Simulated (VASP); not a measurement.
# AlPt (Pm-3m) in VASP: a series of runs, part 2 of 2

VASP 6.6.1.

## 3. Single point, r2SCAN

This run uses another cell than the first one, of 15.66 Å³/atom, 1.019 times its volume.

File POSCAR:

```
AlPt
1.0
    3.1521799427      0.0000000000      0.0000000000
    0.0000000000      3.1521799427      0.0000000000
    0.0000000000      0.0000000000      3.1521799427
Al Pt
1 1
Direct
    0.0000000000      0.0000000000      0.0000000000
    0.5000000000      0.5000000000      0.5000000000
```

File INCAR.step1:

```
SYSTEM = AlPt
PREC = Accurate
ENCUT = 520
ISMEAR = 1
SIGMA = 0.1
LREAL = .False.
LASPH = .True.
NELM = 60
NBANDS = 14
GGA = PE
ALGO = Normal
EDIFF = 1E-4
LWAVE = .True.
LCHARG = .False.
```

File INCAR.step2:

```
SYSTEM = AlPt
PREC = Accurate
ENCUT = 520
EDIFF = 1E-6
ISMEAR = 1
SIGMA = 0.1
LREAL = .False.
LASPH = .True.
NELM = 60
ALGO = Normal
ISIF = 2
LWAVE = .False.
LCHARG = .False.
METAGGA = R2SCAN
LMIXTAU = .True.
NBANDS = 14
ISTART = 1
```

File KPOINTS:

```
Automatic mesh
0
Gamma
  9 9 9
  0 0 0
```

Potentials or basis: VASP PAW PBE potentials, release 64 (Al, Pt).

Started as:

```sh
> cat potpaw_PBE.64/Al/POTCAR potpaw_PBE.64/Pt/POTCAR > POTCAR
> cp INCAR.step1 INCAR
> mpirun -np 1 vasp_std > vasp.out
> cp INCAR.step2 INCAR
> mpirun -np 1 vasp_std > vasp.out
```

OUTCAR:

```text
SYSTEM = AlPt
   PREC = Accurate
   ENCUT = 520
   EDIFF = 1E-6
   ISMEAR = 1
   LREAL = .False.
   LASPH = .True.
   NELM = 60
   ISIF = 2
   METAGGA = R2SCAN
   ISTART = 1

 ion  position               nearest neighbor table
   1  0.000  0.000  0.000-   2 2.73   2 2.73   2 2.73   2 2.73   2 2.73   2 2.73   2 2.73   2 2.73

   2  0.500  0.500  0.500-   1 2.73   1 2.73   1 2.73   1 2.73   1 2.73   1 2.73   1 2.73   1 2.73

  LATTYP: Found a simple cubic cell.
 ALAT       =     3.1521799427

  Lattice vectors:

 A1 = (   3.1521799427,   0.0000000000,   0.0000000000)
 A2 = (   0.0000000000,   3.1521799427,   0.0000000000)
 A3 = (   0.0000000000,   0.0000000000,   3.1521799427)

Analysis of symmetry for initial positions (statically):
=====================================================================
 Subroutine PRICEL returns:
 Original cell was already a primitive cell.

 Routine SETGRP: Setting up the symmetry group for a
 simple cubic supercell.

 Subroutine GETGRP returns: Found 48 space group operations
[... 9 lines left out ...]

 Routine SETGRP: Setting up the symmetry group for a
 simple cubic supercell.

 Subroutine GETGRP returns: Found 48 space group operations
[... 11 lines left out ...]
                                     Primitive cell

  volume of cell :      31.3208

  direct lattice vectors                    reciprocal lattice vectors
     3.152179943  0.000000000  0.000000000     0.317240772  0.000000000  0.000000000
     0.000000000  3.152179943  0.000000000     0.000000000  0.317240772  0.000000000
     0.000000000  0.000000000  3.152179943     0.000000000  0.000000000  0.317240772

  length of vectors
     3.152179943  3.152179943  3.152179943     0.317240772  0.317240772  0.317240772

  position of ions in fractional coordinates (direct lattice)
     0.000000000  0.000000000  0.000000000
     0.500000000  0.500000000  0.500000000

  ion indices of the primitive-cell ions
   primitive index   ion index
                 1           1
                 2           2

----------------------------------------------------------------------------------------

 KPOINTS: Automatic mesh

Automatic generation of k-mesh.
 Grid dimensions read from file:
 generate k-points for:    9    9    9

 Generating k-lattice:

  Cartesian coordinates                     Fractional coordinates (reciprocal lattice)
     0.035248975  0.000000000  0.000000000     0.111111111  0.000000000  0.000000000
     0.000000000  0.035248975  0.000000000     0.000000000  0.111111111  0.000000000
     0.000000000  0.000000000  0.035248975     0.000000000  0.000000000  0.111111111

  Length of vectors
     0.035248975  0.035248975  0.035248975

  Shift w.r.t. Gamma in fractional coordinates (k-lattice)
     0.000000000  0.000000000  0.000000000

 Subroutine IBZKPT returns following result:
 ===========================================

 Found     35 irreducible k-points:

 Following reciprocal coordinates:
            Coordinates               Weight
  0.000000  0.000000  0.000000      1.000000
  0.111111  0.000000  0.000000      6.000000
  0.222222  0.000000  0.000000      6.000000
  0.333333  0.000000  0.000000      6.000000
  0.444444  0.000000  0.000000      6.000000
  0.111111  0.111111  0.000000     12.000000
[... 16 lines left out ...]
  0.333333  0.333333  0.111111     24.000000
  0.444444  0.333333  0.111111     48.000000
 [... further k-points ...]
   k-points           NKPTS =     35   k-points in BZ     NKDIM =     35   number of bands    NBANDS=     14
   number of dos      NEDOS =    301   number of ions     NIONS =      2
   total plane-waves  NPLWV =  13824
   dimension x,y,z NGX =    24 NGY =   24 NGZ =   24
   dimension x,y,z NGXF=    48 NGYF=   48 NGZF=   48
   ions per type =               1   1
   NGX,Y,Z   is equivalent  to a cutoff of  12.66, 12.66, 12.66 a.u.
   NGXF,Y,Z  is equivalent  to a cutoff of  25.32, 25.32, 25.32 a.u.
 SYSTEM =  AlPt
   PREC   = accura    normal or accurate (medium, high low for compatibility)
   ISTART =      1    job   : 0-new  1-cont  2-samecut
   ICHARG =      0    charge: 1-file 2-atom 10-const
   ISPIN  =      1    spin polarized calculation?
   LNONCOLLINEAR =      F non collinear calculations
   LSORBIT =      F    spin-orbit coupling
   LASPH  =      T    aspherical Exc in radial PAW
   ENCUT  =  520.0 eV  38.22 Ry    6.18 a.u.   5.86  5.86  5.86*2*pi/ulx,y,z
   NELM   =     60;   NELMIN=  2; NELMDL=  0     # of ELM steps
   EDIFF  = 0.1E-05   stopping-criterion for ELM
   LREAL  =      F    real-space projection
   EDIFFG = 0.1E-04   stopping-criterion for IOM
   NSW    =      0    number of steps for IOM
   IBRION =     -1    ionic relax: 0-MD 1-quasi-New 2-CG
   NFREE  =      0    steps in history (QN), initial steepest desc. (CG)
   ISIF   =      2    stress and relaxation
   ISYM   =      2    0-nonsym 1-usesym 2-fastsym
   POTIM  = 0.5000    time-step for ionic-motion
   TEBEG  =    0.0;   TEEND  =   0.0 temperature during run
   PSTRESS=    0.0 pullay stress
   NELECT =      13.0000    total number of electrons
   NUPDOWN=      -1.0000    fix difference up-down
   EMIN   =  10.00;   EMAX   =-10.00  energy-range for DOS
   EFERMI =   0.00;   METHOD = LEGACY
   ISMEAR =     1;   SIGMA  =   0.10  broadening in eV -4-tet -1-fermi 0-gaus
   EFERMI_NEDOS =   21; number of points for ismear=-14 and -15
   IALGO  =     38    algorithm
   IMIX   =      4    mixing-type and parameters
     AMIX     =   0.40;   BMIX     =  1.00
     AMIX_MAG =   1.60;   BMIX_MAG =  1.00
  volume/ion in A,a.u.               =      15.66       105.68
  Fermi-wavevector in a.u.,A,eV,Ry     =   1.221176  2.307688 20.289973  1.491271
  Thomas-Fermi vector in A             =   2.356368
   LORBIT       =      0    0 simple, 1 ext, 2 COOP (PROOUT), +10 PAW based schemes
   METAGGA = R2SCAN    functional components
   LHFCALC =     F    Hartree Fock is set to
   AEXX    =    0.0000 exact exchange contribution
   IVDW    =     0    specifies the selected vdW correction
   LEPSILON=     F    determine dielectric tensor
   LRPA    =     F    only Hartree local field effects (RPA)
 non-spin polarized calculation
 Methfessel and Paxton  Order N= 1 SIGMA  =   0.10
  energy-cutoff  :      520.00
  volume of cell :       31.32
 maximum number of plane-waves:       861
 NGX is ok and might be reduce to    24
   NGX = 11   NGY = 11   NGZ = 11

 number of electron      13.0000002 magnetization

 Free energy of the ion-electron system (eV)
  ---------------------------------------------------
  ext. energy  EPLUGINS =         0.00000000
  ---------------------------------------------------
  free energy    TOTEN  =       -60.10753807 eV

  energy without entropy =      -60.10739724  energy(sigma->0) =      -60.10749112

 E-fermi :   9.6757     XC(G=0): -12.8142

 val. band max:        9.6604648628   @ k =   0.3333   0.1111   0.1111
 cond. band min:       9.7840893843   @ k =   0.3333   0.3333   0.0000
 fundamental gap:      0.1236245215
 Fermi energy:         9.6756832502

 k-point     1 :       0.0000    0.0000    0.0000
  band No.  band energies     occupation
      1      -1.8211      2.00000
      2       4.3687      2.00000
      3       4.3687      2.00000
      4       7.1689      2.00000
      5       7.1689      2.00000
      6       7.1689      2.00000
      7      13.8359      0.00000
      8      13.8359      0.00000
      9      13.8359      0.00000
     10      18.9876      0.00000
     11      18.9876      0.00000
     12      19.5560      0.00000
     13      28.2879      0.00000
     14      28.2879      0.00000

 k-point     2 :       0.1111    0.0000    0.0000
  band No.  band energies     occupation
      1      -1.5944      2.00000
      2       4.4302      2.00000
      3       4.4352      2.00000
      4       6.9678      2.00000
      5       6.9678      2.00000
      6       7.1898      2.00000
      7      12.5713      0.00000
      8      14.2335      0.00000
      9      14.2335      0.00000
     10      18.6248      0.00000
[... 362 lines left out ...]
 k-point    24 :       0.4444    0.3333    0.1111
  band No.  band energies     occupation
      1       2.4005      2.00000
      2       3.8371      2.00000
      3       5.2658      2.00000
      4       5.6888      2.00000
      5       6.5373      2.00000
      6       7.1343      2.00000
      7       9.0788      2.00000
      8      12.3754      0.00000
      9      14.2326      0.00000
     10      17.4035      0.00000
     11      20.2516      0.00000
     12      21.4329      0.00000
     13      23.8178      0.00000
     14      25.8497      0.00000

 [... further k-points ...]
[... 5 lines left out ...]
  --------------------------------------------------------------------------------------
  -------------------------------------------------------------------------------------
  Total       -2.7901378     -2.7901378     -2.7901378      0.0000000      0.0000000     -0.0000000
  in kB     -142.7260451   -142.7260451   -142.7260451      0.0000000      0.0000000     -0.0000000
  external PRESSURE =    -142.7260451 kB  Pullay stress =       0.0000000 kB

 VOLUME and BASIS-vectors are now :
 -----------------------------------------------------------------------------
  energy-cutoff  :      520.00
  volume of cell :       31.32
      direct lattice vectors                 reciprocal lattice vectors
     3.152179943  0.000000000  0.000000000     0.317240772  0.000000000  0.000000000
     0.000000000  3.152179943  0.000000000     0.000000000  0.317240772  0.000000000
     0.000000000  0.000000000  3.152179943     0.000000000  0.000000000  0.317240772

 POSITION                                       TOTAL-FORCE (eV/Angst)
 -----------------------------------------------------------------------------------
      0.00000      0.00000      0.00000         0.000000      0.000000      0.000000
      1.57609      1.57609      1.57609         0.000000      0.000000      0.000000
 -----------------------------------------------------------------------------------
    total drift:                                0.000000     -0.000000     -0.000000

  FREE ENERGIE OF THE ION-ELECTRON SYSTEM (eV)
  ---------------------------------------------------
  free  energy   TOTEN  =       -60.1075380675 eV

  energy  without entropy=      -60.1073972364  energy(sigma->0) =      -60.10749112
```

OUTCAR.step1:

```text
SYSTEM = AlPt
   PREC = Accurate
   ENCUT = 520
   ISMEAR = 1
   LREAL = .False.
   LASPH = .True.
[... 631 lines left out ...]
      0.00000      0.00000      0.00000         0.000000      0.000000      0.000000
      1.57609      1.57609      1.57609         0.000000      0.000000      0.000000
 -----------------------------------------------------------------------------------
    total drift:                                0.000000     -0.000000     -0.000000

  FREE ENERGIE OF THE ION-ELECTRON SYSTEM (eV)
  ---------------------------------------------------
  free  energy   TOTEN  =       -11.6315144731 eV

  energy  without entropy=      -11.6309796823  energy(sigma->0) =      -11.63133621
```

Run time: 43 s. Hardware: 1 thread of Intel Xeon Platinum 8175M at 2.50GHz (Skylake/Cascade Lake), shared host; peak memory 0.15 GiB.

Results:

| Item | Value |
| --- | --- |
| Free energy | -60.1075 eV |
| Pressure | -14.3 GPa |

Levels at points of the mesh, in eV from the Fermi level:
| k point | band 4 | band 5 | band 6 | band 7 | band 8 | band 9 |
| --- | --- | --- | --- | --- | --- | --- |
| (0.00, 0.00, 0.00) | -2.51 | -2.51 | -2.51 | 4.16 | 4.16 | 4.16 |

Caveat: the PAW data sets were made with another functional, which shifts forces and pressure a little; spin-orbit coupling is left out, which moves the levels of the heavy elements.
